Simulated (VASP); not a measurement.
# Te2Mo (P6_3/mmc) in VASP: notebook, part 2 of 2

VASP 6.6.1. Earlier steps stand in the parts before.

## Step 3: Single point, r2SCAN+D3(BJ)

This run uses another cell than the first one, of 24.96 Å³/atom, 1.020 times its volume.

Contents of POSCAR:

```
Te2Mo
1.0
    3.5182000000      0.0000000000      0.0000000000
   -1.7591000000      3.0468505756      0.0000000000
    0.0000000000      0.0000000000     13.9736000000
Te Mo
4 2
Direct
    0.6666666667      0.3333333333      0.3790000000
    0.3333333333      0.6666666667      0.8790000000
    0.6666666667      0.3333333333      0.1210000000
    0.3333333333      0.6666666667      0.6210000000
    0.6666666667      0.3333333333      0.7500000000
    0.3333333333      0.6666666667      0.2500000000
```

Contents of INCAR.step1:

```
ALGO = Normal
EDIFF = 1E-4
ENCUT = 520
GGA = PE
ISMEAR = -1
LASPH = T
LCHARG = F
LREAL = F
LWAVE = T
NBANDS = 35
NELM = 80
PREC = Accurate
SIGMA = 0.05
```

Contents of INCAR.step2:

```
ALGO = Normal
EDIFF = 1E-6
ENCUT = 520
ISIF = 2
ISMEAR = -1
ISTART = 1
IVDW = 12
LASPH = T
LCHARG = F
LMIXTAU = T
LREAL = F
LWAVE = F
METAGGA = R2SCAN
NBANDS = 35
NELM = 80
PREC = Accurate
SIGMA = 0.05
VDW_A1 = 0.49484001
VDW_A2 = 5.73083694
VDW_S6 = 1.0
VDW_S8 = 0.78981345
```

Contents of KPOINTS:

```
k-points
0
Gamma
  9 9 2
```

Potentials or basis: VASP PAW PBE potentials, release 64 (Te, Mo_sv).

Started as:

```console
cat potpaw_PBE.64/Te/POTCAR potpaw_PBE.64/Mo_sv/POTCAR > POTCAR
cp INCAR.step1 INCAR
mpirun -np 1 vasp_std > vasp.out
cp INCAR.step2 INCAR
mpirun -np 1 vasp_std > vasp.out
```

Run time: 3.4 min. Hardware: 1 thread of Intel Xeon 6975P-C (Granite Rapids), shared host; peak memory 0.36 GiB.

Results (log left out):

```yaml
Free_energy: -157.0966 eV
Pressure: 0.7 GPa
Largest_force: 0.045 eV/Å
Band_gap_on_the_k_mesh: 0.89 eV, indirect (least direct gap 1.13 eV)
Dispersion_energy_per_atom: -0.252 eV
```

Forces in eV/Å, atoms in the order of the input:
```
Te   0.000  0.000 -0.045
Te   0.000  0.000 -0.045
Te   0.000  0.000  0.045
Te   0.000  0.000  0.045
Mo   0.000  0.000  0.000
Mo   0.000  0.000  0.000
```

Stress tensor (GPa, compression positive):
```
0.90 0.00 0.00
0.00 0.90 0.00
0.00 0.00 0.31
```

Levels at points of the mesh, in eV from the valence-band top:
```tsv
k point	band 22	band 23	band 24	band 25	band 26	band 27	band 28	band 29	band 30	band 31
(0.00, 0.00, 0.00)	-1.12	-1.12	-1.08	-0.42	0.00	3.02	3.02	3.15	3.15	3.26
(0.00, 0.00, 0.50)	-1.14	-1.14	-1.14	-0.10	-0.10	3.06	3.06	3.06	3.06	3.42
```

Caveat: the PAW data sets were made with another functional, which shifts forces and pressure a little; spin-orbit coupling is left out, which moves the levels of the heavy elements.

## Step 4: Single point, r2SCAN+D3(BJ)

This run uses another cell than the first one, of 25.46 Å³/atom, 1.041 times its volume.

POSCAR, as its differences from that of step 3:

```diff
@@ -2,5 +2,5 @@
 1.0
-    3.5182000000      0.0000000000      0.0000000000
-   -1.7591000000      3.0468505756      0.0000000000
-    0.0000000000      0.0000000000     13.9736000000
+    3.5415000168      0.0000000000      0.0000000000
+   -1.7707500084      3.0670289820      0.0000000000
+    0.0000000000      0.0000000000     14.0661430943
 Te Mo
```

Contents of INCAR.step1:

```
SYSTEM = Te2Mo
  PREC = Accurate
  ENCUT = 520
  ISMEAR = -1
  SIGMA = 0.05
  LREAL = .FALSE.
  LASPH = .TRUE.
  NELM = 60
  NBANDS = 35
  GGA = PE
  ALGO = Normal
  EDIFF = 1E-4
  LWAVE = .TRUE.
  LCHARG = .FALSE.
```

Contents of INCAR.step2:

```
SYSTEM = Te2Mo
  PREC = Accurate
  ENCUT = 520
  EDIFF = 1E-6
  ISMEAR = -1
  SIGMA = 0.05
  LREAL = .FALSE.
  LASPH = .TRUE.
  NELM = 60
  ALGO = Normal
  ISIF = 2
  LWAVE = .FALSE.
  LCHARG = .FALSE.
  METAGGA = R2SCAN
  LMIXTAU = .TRUE.
  IVDW = 12
  VDW_S6 = 1.0
  VDW_S8 = 0.78981345
  VDW_A1 = 0.49484001
  VDW_A2 = 5.73083694
  NBANDS = 35
  ISTART = 1
```

Contents of KPOINTS:

```
regular mesh
0
G
  9 9 2
  0 0 0
```

Started as:

```console
cat potpaw_PBE.64/Te/POTCAR potpaw_PBE.64/Mo_sv/POTCAR > POTCAR
cp INCAR.step1 INCAR
mpirun -np 1 vasp_std > vasp.out
cp INCAR.step2 INCAR
mpirun -np 1 vasp_std > vasp.out
```

It took 3.5 min on 1 thread of Intel Xeon 6975P-C (Granite Rapids), shared host; peak memory 0.36 GiB.

It converged, with:

- Free energy: -157.0909 eV
- Pressure: -1.3 GPa
- Largest force: 0.314 eV/Å
- Band gap on the k mesh: 0.89 eV, indirect (least direct gap 1.10 eV)
- Dispersion energy per atom: -0.247 eV

Forces on the atoms (eV/Å):
```
Te   0.000  0.000 -0.314
Te   0.000  0.000 -0.314
Te   0.000  0.000  0.314
Te   0.000  0.000  0.314
Mo   0.000  0.000  0.000
Mo   0.000  0.000  0.000
```

Stress tensor (GPa, compression positive):
```
-0.94  0.00  0.00
 0.00 -0.94  0.00
 0.00  0.00 -2.02
```

Levels at points of the mesh, in eV from the valence-band top:
```
           k point  band 22  band 23  band 24  band 25  band 26  band 27  band 28  band 29  band 30  band 31
(0.00, 0.00, 0.00)    -1.09    -1.09    -1.02    -0.43     0.00     2.95     2.95     3.08     3.08     3.17
(0.00, 0.00, 0.50)    -1.10    -1.10    -1.10    -0.10    -0.10     2.98     2.98     2.98     2.98     3.32
```

Caveat: the PAW data sets were made with another functional, which shifts forces and pressure a little; spin-orbit coupling is left out, which moves the levels of the heavy elements.

## Step 5: Single point, PBE

This run uses another cell than the first one, of 23.47 Å³/atom, 0.959 times its volume.

Contents of INCAR:

```
SYSTEM = Te2Mo
ALGO = Normal ; EDIFF = 1E-7
ENCUT = 520 ; GGA = PE
ISIF = 2 ; ISMEAR = -1
LASPH = .TRUE. ; LCHARG = .TRUE.
LELF = .TRUE. ; LREAL = .FALSE.
LVHAR = .TRUE. ; LWAVE = .FALSE.
NBANDS = 35 ; NELM = 80
PREC = Accurate ; SIGMA = 0.05
```

Contents of KPOINTS:

```
k-points
0
G
  9 9 2
  0 0 0
```

POSCAR, as its differences from that of step 4:

```diff
@@ -2,5 +2,5 @@
 1.0
-    3.5415000168      0.0000000000      0.0000000000
-   -1.7707500084      3.0670289820      0.0000000000
-    0.0000000000      0.0000000000     14.0661430943
+    3.4463798477      0.0000000000      0.0000000000
+   -1.7231899238      2.9846524992      0.0000000000
+    0.0000000000      0.0000000000     13.6883444487
 Te Mo
```

Started as:

```console
cat potpaw_PBE.64/Te/POTCAR potpaw_PBE.64/Mo_sv/POTCAR > POTCAR
mpirun -np 1 vasp_std > vasp.out
```

Wall time 2.5 min (1 thread of Intel Xeon Platinum 8488C (Sapphire Rapids), shared host); peak memory 0.32 GiB.

The run converged. Its results:

- Free energy: -35.6204 eV
- Pressure: 10.5 GPa
- Largest force: 1.139 eV/Å
- Band gap on the k mesh: 0.74 eV, indirect (least direct gap 1.13 eV)

Forces in eV/Å, atoms in the order of the input:
```
Te   0.000  0.000  1.139
Te   0.000  0.000  1.139
Te   0.000  0.000 -1.139
Te   0.000  0.000 -1.139
Mo   0.000  0.000  0.000
Mo   0.000  0.000  0.000
```

Stress tensor (GPa, compression positive):
```
 9.63  0.00  0.00
 0.00  9.63  0.00
 0.00  0.00 12.23
```

Levels at points of the mesh, in eV from the valence-band top:
```tsv
k point	band 24	band 25	band 26	band 27	band 28	band 29
(0.00, 0.00, 0.00)	-1.13	-0.29	0.00	3.12	3.12	3.26
(0.00, 0.00, 0.50)	-1.15	-0.08	-0.08	3.16	3.16	3.16
```

Caveat: spin-orbit coupling is left out, which moves the levels of the heavy elements; this functional lacks dispersion, which binds the layers, so the pressure and a relaxed spacing across them are unreliable; forces of over 1 eV/Å act on the atoms, so gaps and moduli don't describe the material at rest. Expect the measured gap to be larger: semilocal functionals such as PBE lack the derivative discontinuity.

## Step 6: The runs side by side

| level | cell | gap on the mesh (eV) | pressure (GPa) | largest force (eV/Å) |
| --- | --- | --- | --- | --- |
| r2SCAN+D3(BJ) | a = 3.495, b = 3.495, c = 13.880 Å, angles 90.0, 90.0, 120.0°, 6 atoms | 0.88 | 2.9 | 0.25 |
| r2SCAN+D3(BJ) | a = 3.518, b = 3.518, c = 13.974 Å, angles 90.0, 90.0, 120.0°, 6 atoms | 0.89 | 0.7 | 0.05 |
| r2SCAN+D3(BJ) | a = 3.542, b = 3.542, c = 14.066 Å, angles 90.0, 90.0, 120.0°, 6 atoms | 0.89 | -1.3 | 0.31 |
| PBE | a = 3.446, b = 3.446, c = 13.688 Å, angles 90.0, 90.0, 120.0°, 6 atoms | 0.74 | 10.5 | 1.14 |

Alike in all rows: task single point; potentials or basis VASP PAW PBE potentials, release 64 (Te, Mo_sv); no spin polarisation; k mesh 9 × 9 × 2; cutoff (eV) 520; smearing fermi-dirac 0.05 eV.

Caveats: spin-orbit coupling is left out, which moves the levels of the heavy elements; the PAW data sets were made with another functional, which shifts forces and pressure a little (some runs); this functional lacks dispersion, which binds the layers, so the pressure and a relaxed spacing across them are unreliable (some runs); forces of over 1 eV/Å act on the atoms, so gaps and moduli don't describe the material at rest (some runs).

Absolute energies hang on the potentials; compare differences alone.

## Step 7: Against experiment

Step 2. A measured gap of Te2Mo is 0.88 eV (indirect; 300 K; quoted in “Broadband infrared study of pressure-tunable Fano resonance and metallization transition in 2H-MoTe2”, 2022, pmc:9569381); the calculated 0.88 eV misses it by 0.00 eV. Spin-orbit coupling on Mo, Te is left out. The value is that of r2SCAN+D3(BJ) on a finite k mesh, which can miss the band edges, without temperature or zero-point motion.

Step 3. Against the measured gap of Te2Mo, 0.88 eV (indirect; 300 K; quoted in “Broadband infrared study of pressure-tunable Fano resonance and metallization transition in 2H-MoTe2”, 2022, pmc:9569381), the calculated 0.89 eV is off by +0.01 eV. Spin-orbit coupling on Mo, Te is left out. The value is that of r2SCAN+D3(BJ) on a finite k mesh, which can miss the band edges, without temperature or zero-point motion.

Step 4. Measured gap of Te2Mo: 0.88 eV (indirect; 300 K; quoted in “Broadband infrared study of pressure-tunable Fano resonance and metallization transition in 2H-MoTe2”, 2022, pmc:9569381). This calculation gives 0.89 eV (+0.01 eV). Spin-orbit coupling on Mo, Te is left out. The value is that of r2SCAN+D3(BJ) on a finite k mesh, which can miss the band edges, without temperature or zero-point motion.
